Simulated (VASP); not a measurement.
# HgTe (F-43m) in VASP: a series of runs, part 2 of 2

VASP 6.6.1. Earlier steps stand in the parts before.

## 4. Vibrations by perturbation theory, PBE

This run uses another cell than the first one, of 26.69 Å³/atom.

INCAR reads:

```
SYSTEM = HgTe
PREC = Accurate
ENCUT = 520
EDIFF = 1E-8
ISMEAR = -1
SIGMA = 0.15
LREAL = .False.
LASPH = .True.
NELM = 80
ALGO = Normal
ISIF = 2
LWAVE = .False.
LCHARG = .True.
GGA = PE
IBRION = 8
NSW = 1
```

KPOINTS reads:

```
Automatic mesh
0
Gamma
  12 12 12
  0 0 0
```

POSCAR reads:

```
HgTe
1.0
    0.0000000000      2.9886336293      2.9886336293
    2.9886336293      0.0000000000      2.9886336293
    2.9886336293      2.9886336293      0.0000000000
Hg Te
1 1
Direct
    0.0000000000      0.0000000000      0.0000000000
    0.7500000000      0.7500000000      0.7500000000
```

Potentials or basis: VASP PAW PBE potentials, release 64 (Hg, Te).

Command:

```sh
cat potpaw_PBE.64/Hg/POTCAR potpaw_PBE.64/Te/POTCAR > POTCAR
mpirun -np 1 vasp_std > vasp.out
```

OUTCAR:

```text
SYSTEM = HgTe
   PREC = Accurate
   ENCUT = 520
   EDIFF = 1E-8
   ISMEAR = -1
   LREAL = .False.
   LASPH = .True.
   NELM = 80
   ISIF = 2
   GGA = PE
   IBRION = 8
   NSW = 1

 ion  position               nearest neighbor table
   1  0.000  0.000  0.000-   2 2.59   2 2.59   2 2.59   2 2.59
   2  0.750  0.750  0.750-   1 2.59   1 2.59   1 2.59   1 2.59

  LATTYP: Found a face centered cubic cell.
 ALAT       =     5.9772672586

  Lattice vectors:

[... 638 lines left out ...]
               1X          1Y          1Z          2X          2Y          2Z
  1X   -10.050757    0.000000    0.000000   10.050757    0.000000    0.000000
  1Y     0.000000  -10.050757    0.000000    0.000000   10.050757    0.000000
  1Z     0.000000    0.000000  -10.050757    0.000000    0.000000   10.050757
  2X    10.048963    0.000000    0.000000  -10.048963    0.000000    0.000000
  2Y     0.000000   10.048963    0.000000    0.000000  -10.048963    0.000000
  2Z     0.000000    0.000000   10.048963    0.000000    0.000000  -10.048963

 Eigenvectors and eigenvalues of the dynamical matrix
 ----------------------------------------------------

   1 f  =    5.611890 THz    35.260542 2PiTHz  187.192485 cm-1    23.208900 meV
             X         Y         Z           dx          dy          dz
      0.000000  0.000000  0.000000     0.157793    0.603277    0.000000
      4.482950  4.482950  4.482950    -0.197823   -0.756323    0.000000
[... 21 lines left out ...]
   6 f/i=    0.000244 THz     0.001535 2PiTHz    0.008147 cm-1     0.001010 meV
             X         Y         Z           dx          dy          dz
      0.000000  0.000000  0.000000     0.742991   -0.243152    0.000000
      4.482950  4.482950  4.482950     0.592643   -0.193949    0.000000

--------------------------------------------------------------------------------------------------------

 ELASTIC MODULI CONTR FROM IONIC RELAXATION (kBar)
 Direction    XX          YY          ZZ          XY          YZ          ZX
 --------------------------------------------------------------------------------
 XX          -0.0000     -0.0000      0.0000     -0.0000      0.0000      0.0000
 YY          -0.0000     -0.0000     -0.0000     -0.0000     -0.0000      0.0000
 ZZ           0.0000     -0.0000     -0.0000      0.0000     -0.0000      0.0000
 XY          -0.0000     -0.0000      0.0000  -1100.8509      0.0000     -0.0000
 YZ           0.0000     -0.0000     -0.0000      0.0000  -1100.8509      0.0000
 ZX           0.0000      0.0000      0.0000     -0.0000      0.0000  -1100.8509
 --------------------------------------------------------------------------------
```

stdout:

```text
POSCAR found type information on POSCAR HgTe
 POSCAR found :  2 types and       2 ions
 scaLAPACK will be used
 LDA part: xc-table for (Slater+PW92), standard interpolation
 POSCAR, INCAR and KPOINTS ok, starting setup
 FFT: planning ... GRIDC
 FFT: planning ... GRID_SOFT
 FFT: planning ... GRID
 WAVECAR not read
 entering main loop
 Linear response reoptimize wavefunctions to high precision
 Linear response DOF=           2
 Linear response progress:
 first order change of Fermi-energy  -0.52549E-04
 force on displaced ion       1 direction 1 : -10.051   0.000   0.000
 Linear response progress:
 first order change of Fermi-energy   0.20352E-03
 force on displaced ion       2 direction 1 : -10.049   0.000   0.000
 Linear response finished
```

Run time: 12 min. Hardware: 1 thread of AMD EPYC 7R13, shared host; peak memory 0.52 GiB.

Results:

| Quantity | Value |
| --- | --- |
| Highest phonon frequency at Γ, LO-TO splitting left out | 187 cm⁻¹ |

Phonon frequencies in cm⁻¹ (negative: imaginary):
| q point | frequencies |
| --- | --- |
| (0.000, 0.000, 0.000) | 0 0 0 187 187 187 |

Caveat: the cell stands under pressure or tension, which shifts response properties; spin-orbit coupling is left out, which moves the levels of the heavy elements.

## 5. Vibrations by perturbation theory, PBE

This run uses another cell than the first one, of 35.80 Å³/atom.

INCAR reads:

```
SYSTEM = HgTe
ALGO = Normal
EDIFF = 1E-8
ENCUT = 520
GGA = PE
IBRION = 8
ISIF = 2
ISMEAR = -1
LASPH = .True.
LCHARG = .False.
LREAL = .False.
LWAVE = .False.
NELM = 80
NSW = 1
PREC = Accurate
SIGMA = 0.15
```

KPOINTS reads:

```
k-points
0
Gamma
  12 12 12
  0 0 0
```

POSCAR reads:

```
HgTe
1.0
    0.0000000000      3.2958586136      3.2958586136
    3.2958586136      0.0000000000      3.2958586136
    3.2958586136      3.2958586136      0.0000000000
Hg Te
1 1
Direct
    0.0000000000      0.0000000000      0.0000000000
    0.7500000000      0.7500000000      0.7500000000
```

Potentials or basis: VASP PAW PBE potentials, release 64 (Hg, Te).

Command:

```sh
cat potpaw_PBE.64/Hg/POTCAR potpaw_PBE.64/Te/POTCAR > POTCAR
mpirun -np 1 vasp_std > vasp.out
```

OUTCAR:

```text
SYSTEM = HgTe
   EDIFF = 1E-8
   ENCUT = 520
   GGA = PE
   IBRION = 8
   ISIF = 2
   ISMEAR = -1
   LASPH = .True.
   LREAL = .False.
   NELM = 80
   NSW = 1
   PREC = Accurate

 ion  position               nearest neighbor table
   1  0.000  0.000  0.000-   2 2.85   2 2.85   2 2.85   2 2.85
   2  0.750  0.750  0.750-   1 2.85   1 2.85   1 2.85   1 2.85

  LATTYP: Found a face centered cubic cell.
 ALAT       =     6.5917172272

  Lattice vectors:
[... 638 lines left out ...]
 ------------------------------------
               1X          1Y          1Z          2X          2Y          2Z
  1X    -3.105147    0.000000    0.000000    3.105147    0.000000    0.000000
  1Y     0.000000   -3.105147    0.000000    0.000000    3.105147    0.000000
  1Z     0.000000    0.000000   -3.105147    0.000000    0.000000    3.105147
  2X     3.107706    0.000000    0.000000   -3.107706    0.000000    0.000000
  2Y     0.000000    3.107706    0.000000    0.000000   -3.107706    0.000000
  2Z     0.000000    0.000000    3.107706    0.000000    0.000000   -3.107706

 Eigenvectors and eigenvalues of the dynamical matrix
 ----------------------------------------------------

   1 f  =    3.120210 THz    19.604859 2PiTHz  104.079011 cm-1    12.904147 meV
             X         Y         Z           dx          dy          dz
      0.000000  0.000000  0.000000    -0.623381    0.000000    0.000000
      4.943788  4.943788  4.943788     0.781919    0.000000    0.000000
[... 21 lines left out ...]
   6 f/i=    0.000627 THz     0.003937 2PiTHz    0.020902 cm-1     0.002592 meV
             X         Y         Z           dx          dy          dz
      0.000000  0.000000  0.000000     0.000000    0.000000    0.781919
      4.943788  4.943788  4.943788     0.000000    0.000000    0.623381

--------------------------------------------------------------------------------------------------------

 ELASTIC MODULI CONTR FROM IONIC RELAXATION (kBar)
 Direction    XX          YY          ZZ          XY          YZ          ZX
 --------------------------------------------------------------------------------
 XX          -0.0000     -0.0000     -0.0000      0.0000      0.0000      0.0000
 YY          -0.0000     -0.0000     -0.0000      0.0000      0.0000      0.0000
 ZZ          -0.0000     -0.0000     -0.0000      0.0000      0.0000      0.0000
 XY           0.0000      0.0000      0.0000   -133.5071     -0.0000     -0.0000
 YZ           0.0000      0.0000      0.0000     -0.0000   -133.5071      0.0000
 ZX           0.0000      0.0000      0.0000     -0.0000      0.0000   -133.5071
 --------------------------------------------------------------------------------
```

OSZICAR:

```text
N       E                     dE             d eps       ncg     rms          rms(c)
DAV:   1     0.108143687662E+03    0.10814E+03   -0.80126E+03  1872   0.118E+03
DAV:   2     0.761603116149E+00   -0.10738E+03   -0.10185E+03  2040   0.266E+02
[... 43 lines left out ...]
RMM:   7    -0.482489224508E-01    0.71588E-06    0.14288E-08 12085   0.913E-04    0.467E-04
RMM:   8    -0.482498363415E-01   -0.91389E-06    0.24392E-09 12059   0.425E-04    0.754E-05
RMM:   9    -0.482500073819E-01   -0.17104E-06   -0.60260E-09 10795   0.166E-04    0.326E-05
RMM:  10    -0.482500535231E-01   -0.46141E-07   -0.24152E-09 12486   0.571E-05    0.115E-05
RMM:  11    -0.482500753596E-01   -0.21836E-07   -0.18646E-09 12673   0.161E-05    0.136E-06
RMM:  12    -0.482500733848E-01    0.19747E-08    0.21379E-09 11071   0.423E-06    0.100E-06
 Linear response finished
```

stdout:

```text
POSCAR found type information on POSCAR HgTe
 POSCAR found :  2 types and       2 ions
 scaLAPACK will be used
 LDA part: xc-table for (Slater+PW92), standard interpolation
 POSCAR, INCAR and KPOINTS ok, starting setup
 FFT: planning ... GRIDC
 FFT: planning ... GRID_SOFT
 FFT: planning ... GRID
 WAVECAR not read
 entering main loop
 Linear response reoptimize wavefunctions to high precision
 Linear response DOF=           2
 Linear response progress:
 first order change of Fermi-energy  -0.64098E-04
 force on displaced ion       1 direction 1 :  -3.105  -0.000  -0.000
 Linear response progress:
 first order change of Fermi-energy   0.22922E-03
 force on displaced ion       2 direction 1 :  -3.108   0.000   0.000
 Linear response finished
```

Run time: 10 min. Hardware: 1 thread of Intel Xeon Platinum 8259CL at 2.50GHz (Skylake/Cascade Lake), shared host; peak memory 0.71 GiB.

Results:

- Highest phonon frequency at Γ, LO-TO splitting left out: 104 cm⁻¹

Phonon frequencies in cm⁻¹ (negative: imaginary):
| q point | frequencies |
| --- | --- |
| (0.000, 0.000, 0.000) | 0 0 0 104 104 104 |

Caveat: the cell stands under pressure or tension, which shifts response properties; spin-orbit coupling is left out, which moves the levels of the heavy elements.
